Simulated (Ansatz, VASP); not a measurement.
**K3LuV2O8 in VASP and in Ansatz**

Contents of INCAR:

```
PREC = Accurate
ENCUT = 520
EDIFF = 1E-8
ISMEAR = -1
SIGMA = 0.02
LREAL = F
LASPH = T
NELM = 100
ALGO = Normal
ISIF = 2
LWAVE = F
LCHARG = F
GGA = PE
LEFG = T
NBANDS = 76
```

Contents of KPOINTS:

```
Automatic mesh
0
Gamma
  5 5 3
```

POSCAR

```
K3LuV2O8
1.0
    5.8550005460      0.0000000000      0.0000000000
   -2.9275002730      5.0705792120      0.0000000000
    0.0000000000      0.0000000000      7.5780000000
K Lu V O
3 1 2 8
Direct
    0.0000000000      0.0000000000      0.0000000000
    0.6666666667      0.3333333333      0.7058000000
    0.3333333333      0.6666666667      0.2942000000
    0.0000000000      0.0000000000      0.5000000000
    0.6666666667      0.3333333333      0.2541000000
    0.3333333333      0.6666666667      0.7459000000
    0.6666666667      0.3333333333      0.0360000000
    0.3333333333      0.6666666667      0.9640000000
    0.3485000000      0.1742500000      0.3298000000
    0.8257500000      0.1742500000      0.3298000000
    0.8257500000      0.6515000000      0.3298000000
    0.1742500000      0.3485000000      0.6702000000
    0.1742500000      0.8257500000      0.6702000000
    0.6515000000      0.8257500000      0.6702000000
```

Input for Ansatz:

```yaml
crystal:
  lattice:
    - [5.855000546, 0.0, 0.0]
    - [-2.927500273, 5.070579212, 0.0]
    - [0.0, 0.0, 7.578]
  atoms:
    - { symbol: K, position: [0.0, 0.0, 0.0] }
    - { symbol: K, position: [0.6666666667, 0.3333333333, 0.7058] }
    - { symbol: K, position: [0.3333333333, 0.6666666667, 0.2942] }
    - { symbol: Lu, position: [0.0, 0.0, 0.5] }
    - { symbol: V, position: [0.6666666667, 0.3333333333, 0.2541] }
    - { symbol: V, position: [0.3333333333, 0.6666666667, 0.7459] }
    - { symbol: O, position: [0.6666666667, 0.3333333333, 0.036] }
    - { symbol: O, position: [0.3333333333, 0.6666666667, 0.964] }
    - { symbol: O, position: [0.3485, 0.17425, 0.3298] }
    - { symbol: O, position: [0.82575, 0.17425, 0.3298] }
    - { symbol: O, position: [0.82575, 0.6515, 0.3298] }
    - { symbol: O, position: [0.17425, 0.3485, 0.6702] }
    - { symbol: O, position: [0.17425, 0.82575, 0.6702] }
    - { symbol: O, position: [0.6515, 0.82575, 0.6702] }
kpoints:
  mp_grid: { grid: [5, 5, 3] }
scf:
  occupations: { method: fermi_dirac, width: 0.02 }
hamiltonian:
  xc: pbe
  pseudopotentials: { kind: paw }
output:
  forces: true
  stress: true
  populations: true
  efg:
    quadrupole_moments_barn: { K: 0.0603, Lu: 3.49, V: -0.052, O: -0.02558 }
    contact_densities: true
  write_density: true
  write_potential: true
  elf: true
  volumetric_format: npy
```

Alike in both runs: task electric field gradients; functional PBE; k mesh 5 × 5 × 3; occupations fermi-dirac, width 0.02 eV; no spin polarisation.

|  | VASP | Ansatz |
| --- | --- | --- |
| version | VASP 6.6.1 | Ansatz 0.2.0 |
| potentials or method | VASP PAW PBE potentials, release 64 (K_sv, Lu, V_sv, O) | plane-wave PAW, scalar-relativistic |
| plane-wave cutoff (eV) | 520 | 420 |
| valence electrons in the cell | 126 | 126 |

Ansatz gave:

| Property | Result |
| --- | --- |
| gap on the k mesh at the Fermi level (eV) | 3.52 |
| pressure (GPa) | 5.3 |
| traceless stress, the component that is largest in VASP (GPa) | -0.47 |
| rms of the force components (eV/Å) | 0.371 |
| size of Vzz on the site where it differs most (V/Å²) | 29.4 |

Problem. What did VASP give for the same quantities?

Solution. gap on the k mesh at the Fermi level (eV): 3.50; pressure (GPa): 5.9; traceless stress, the component that is largest in VASP (GPa): -0.31; rms of the force components (eV/Å): 0.399; size of Vzz on the site where it differs most (V/Å²): 31.5.

Atom by atom the forces differ by 0.057 eV/Å (rms over components).

Neither program's run includes spin-orbit coupling.
